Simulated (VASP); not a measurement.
# La16HO24 (a cell with a defect) in VASP: further runs, part 2 of 2

VASP 6.6.1. The steps go on from the part before.

## (3) Single point, PBE

File INCAR:

```
  PREC = Accurate
  ENCUT = 520
  EDIFF = 1E-6
  ISMEAR = -1
  SIGMA = 0.01
  LREAL = Auto
  LASPH = T
  NELM = 200
  ALGO = Normal
  ISIF = 2
  LWAVE = F
  LCHARG = F
  GGA = PE
  NBANDS = 186
  NELECT = 322.0
  GGA_COMPAT = F
  LMAXMIX = 6
  ISYM = -1
```

File KPOINTS:

```
explicit points
1
Reciprocal
  0.25000000   0.25000000   0.25000000 1
```

File POSCAR:

```
La16HO24
1.0
    7.8811453700     -0.0000000600      0.0000000000
   -3.9405726400      6.8252721300      0.0000000000
    0.0000000000      0.0000000000     12.3757188400
La O H
16 24 1
Direct
    0.3255015695      0.1611806824      0.3718953266
    0.1613485143      0.3248573782      0.1282437021
    0.3376052523      0.1664831817      0.8753762218
    0.1667779167      0.3372791540      0.6247635471
    0.3328959401      0.6664110871      0.3812810440
    0.1595404216      0.8396287943      0.1282121888
    0.3345430383      0.6648351793      0.8814279107
    0.1661334265      0.8331146219      0.6246304639
    0.8403669242      0.1593986334      0.3719231230
    0.6666028578      0.3326630787      0.1188603280
    0.8334775193      0.1658039458      0.8754128257
    0.6650057416      0.3341308590      0.6186130357
    0.8383205781      0.6742302670      0.3718933065
    0.6742646611      0.8380197788      0.1283436559
    0.8329536311      0.6617255640      0.8753641013
    0.6619835168      0.8325115734      0.6247365587
    0.3483700280      0.1740129915      0.1756300404
    0.1745242936      0.3480746211      0.3245932662
    0.0003638683     -0.0007497137      0.0028571270
    0.3336191464      0.1654137738      0.6762847563
    0.1657918711      0.3333692733      0.8237336458
   -0.0009087913     -0.0002799888      0.4971774229
    0.3338019924      0.6653687844      0.1687424405
    0.1726524764      0.8266253569      0.3240905075
   -0.0064007009      0.4955077153     -0.0060996053
    0.3333437624      0.6657800500      0.6816166486
    0.1653415407      0.8340096778      0.8237582909
    0.0062075124      0.5037154468      0.5062433206
    0.8269197127      0.1723245648      0.1759741012
    0.6658859663      0.3335591602      0.3315023598
    0.5040008003      0.0056125279     -0.0060855455
    0.8342399868      0.1649337973      0.6762663331
    0.6662132623      0.3330334669      0.8185512398
    0.4952262724     -0.0069928304      0.5063658185
    0.8250578909      0.6509828421      0.1755211174
    0.6512528928      0.8249820567      0.3246258300
    0.5032153111      0.4954581980     -0.0072780419
    0.8336582845      0.6654769163      0.6763021290
    0.6660069937      0.8334844284      0.8238072577
    0.4960946593      0.5030672718      0.5073235811
   -0.0003039647     -0.0004528757      0.2501043406
```

Potentials or basis: VASP PAW PBE potentials, release 64 (La, O, H).

Launch:

```bash
cat potpaw_PBE.64/La/POTCAR potpaw_PBE.64/O/POTCAR potpaw_PBE.64/H/POTCAR > POTCAR
mpirun -np 1 vasp_std > vasp.out
```

It took 6.2 min on 1 thread of Intel Xeon 6975P-C (Granite Rapids), shared host; peak memory 0.76 GiB.

Results (log left out):

- Free energy: -329.6319 eV
- Largest force: 0.022 eV/Å

Forces in eV/Å, atoms in the order of the input:
```
La   0.001 -0.008 -0.014
La  -0.002 -0.002  0.011
La  -0.007 -0.005 -0.021
La  -0.007 -0.010  0.018
La   0.013 -0.006 -0.014
La  -0.003 -0.001  0.013
La   0.002 -0.002 -0.008
La  -0.010  0.003  0.017
La  -0.008 -0.003 -0.015
La  -0.003  0.002  0.015
La   0.011 -0.005 -0.012
La   0.002  0.000  0.014
La   0.003 -0.002 -0.014
La  -0.001  0.003  0.006
La   0.002  0.006 -0.021
La   0.006  0.003  0.020
O    0.000  0.003 -0.011
O    0.001  0.005  0.006
O    0.005 -0.002  0.005
O   -0.005 -0.002 -0.004
O   -0.001 -0.004  0.007
O    0.001  0.000 -0.002
O   -0.002 -0.001 -0.007
O   -0.009  0.012  0.008
O   -0.002  0.000 -0.002
O    0.001  0.005 -0.001
O   -0.003  0.001  0.012
O    0.001 -0.001  0.001
O    0.005  0.001 -0.005
O    0.001  0.002  0.006
O   -0.003  0.002 -0.002
O    0.004 -0.002 -0.009
O    0.001  0.004 -0.002
O    0.000 -0.001 -0.001
O    0.004 -0.005 -0.005
O   -0.003  0.000  0.009
O    0.002 -0.002  0.001
O    0.003  0.007 -0.004
O    0.001  0.005  0.003
O   -0.002  0.001  0.002
H    0.002  0.000  0.000
```

Levels at points of the mesh, in eV from the Fermi level:
```csv
k point,band 157,band 158,band 159,band 160,band 161,band 162,band 163,band 164,band 165,band 166
"(0.25, 0.25, 0.25)",-1.29,-1.26,-1.23,-1.21,-0.32,2.92,2.98,3.09,3.14,3.19
```

Caveat: the cell carries a net charge on a neutralising background, which shifts energy and pressure; the cell is charged against a uniform background, so pressure and absolute levels hang on convention; spin-orbit coupling is left out, which moves the levels of the heavy elements.

## (4) Single point, PBE

File INCAR:

```
ALGO = Normal
EDIFF = 1E-6
ENCUT = 520
GGA = PE
GGA_COMPAT = F
ISIF = 2
ISMEAR = -1
ISYM = -1
LASPH = T
LCHARG = F
LMAXMIX = 6
LREAL = Auto
LWAVE = F
NBANDS = 186
NELECT = 322.0
NELM = 200
PREC = Accurate
SIGMA = 0.01
```

KPOINTS is that of step 3.

File POSCAR:

```
La16HO24
1.0
    7.8811453700     -0.0000000600      0.0000000000
   -3.9405726400      6.8252721300      0.0000000000
    0.0000000000      0.0000000000     12.3757188400
La O H
16 24 1
Direct
    0.3378405822      0.1739152663      0.3718994476
    0.1739059951      0.3375688129      0.1281016497
    0.3332093505      0.1620077557      0.8753030947
    0.1622554205      0.3326660046      0.6248252809
    0.3401057368      0.6592330584      0.3717320230
    0.1665986171      0.8325619699      0.1187703938
    0.3333420753      0.6659423879      0.8755103554
    0.1651125669      0.8341156076      0.6186329133
    0.8329001563      0.1663801865      0.3812753070
    0.6592987970      0.3396878535      0.1282650342
    0.8345734604      0.1648810522      0.8814826145
    0.6662134035      0.3329796961      0.6245826283
    0.8254824212      0.6613302684      0.3718930641
    0.6615262120      0.8249631564      0.1281245171
    0.8373347562      0.6662815729      0.8753138416
    0.6663426316      0.8369075886      0.6247983733
    0.3249278014      0.1508821919      0.1755509339
    0.1511550474      0.3248172332      0.3243948939
    0.0031814552     -0.0040591788     -0.0068575411
    0.3339595002      0.1657412332      0.6762771608
    0.1661150511      0.3336032566      0.8238731125
   -0.0034913253      0.0032359149      0.5069134231
    0.3270289113      0.6720757696      0.1754117097
    0.1659410771      0.8332823808      0.3311950645
    0.0037938035      0.5056999830     -0.0063425811
    0.3342001776      0.6650262339      0.6765777494
    0.1659952944      0.8332119074      0.8185443715
   -0.0040835112      0.4931705192      0.5064007256
    0.8333511966      0.1655566296      0.1687996493
    0.6724660045      0.3268599402      0.3246491822
    0.4933694262     -0.0042483244     -0.0063515502
    0.8334707685      0.1656681270      0.6815431983
    0.6654617667      0.3339859564      0.8235588681
    0.5059115611      0.0030212759      0.5064887205
    0.8482559417      0.6740475637      0.1755110170
    0.6744679445      0.8480287570      0.3245295931
    0.5007289434      0.4987949147      0.0027995950
    0.8334562488      0.6653570676      0.6761763182
    0.6656950962      0.8332095676      0.8238735973
    0.4987521900      0.5000335466      0.4972195215
   -0.5003549442     -0.5005876638      0.2500535961
```

Launch:

```bash
cat potpaw_PBE.64/La/POTCAR potpaw_PBE.64/O/POTCAR potpaw_PBE.64/H/POTCAR > POTCAR
mpirun -np 1 vasp_std > vasp.out
```

It took 6.5 min on 1 thread of Intel Xeon 6975P-C (Granite Rapids), shared host; peak memory 0.75 GiB.

Results (log left out):

```
Free energy   : -329.6318 eV
Largest force : 0.025 eV/Å
```

Forces in eV/Å, atoms in the order of the input:
```
La   0.005  0.009 -0.016
La   0.003  0.006  0.020
La   0.005 -0.005 -0.015
La  -0.006  0.001  0.010
La   0.009 -0.008 -0.015
La  -0.011  0.008  0.016
La   0.006 -0.002 -0.014
La  -0.002  0.000  0.018
La   0.013 -0.007 -0.014
La  -0.009  0.002  0.023
La  -0.001 -0.003 -0.022
La  -0.004  0.005  0.014
La  -0.004 -0.009 -0.016
La  -0.004 -0.005  0.019
La   0.004 -0.003 -0.019
La  -0.002  0.006  0.014
O    0.006 -0.010 -0.003
O   -0.014 -0.001  0.005
O   -0.003  0.000 -0.005
O    0.002 -0.003 -0.008
O   -0.002  0.003  0.008
O    0.002 -0.001  0.005
O    0.000  0.000  0.003
O   -0.005  0.003  0.009
O    0.000 -0.003  0.002
O    0.001 -0.006 -0.008
O    0.005  0.003  0.000
O   -0.003  0.002 -0.002
O    0.007 -0.004 -0.009
O   -0.002  0.000 -0.006
O    0.004  0.001  0.000
O    0.000  0.001  0.002
O   -0.001  0.000  0.010
O   -0.003  0.000 -0.005
O    0.010  0.003 -0.001
O   -0.004  0.011  0.000
O    0.000  0.000  0.000
O    0.001 -0.004 -0.007
O   -0.003  0.004  0.008
O   -0.003  0.001  0.003
H    0.003  0.002 -0.001
```

Levels at points of the mesh, in eV from the Fermi level:
| k point | band 158 | band 159 | band 160 | band 161 | band 162 | band 163 | band 164 | band 165 |
| --- | --- | --- | --- | --- | --- | --- | --- | --- |
| (0.25, 0.25, 0.25) | -1.26 | -1.24 | -1.21 | -0.32 | 2.92 | 2.98 | 3.08 | 3.14 |

Caveat: the cell carries a net charge on a neutralising background, which shifts energy and pressure; the cell is charged against a uniform background, so pressure and absolute levels hang on convention; spin-orbit coupling is left out, which moves the levels of the heavy elements.
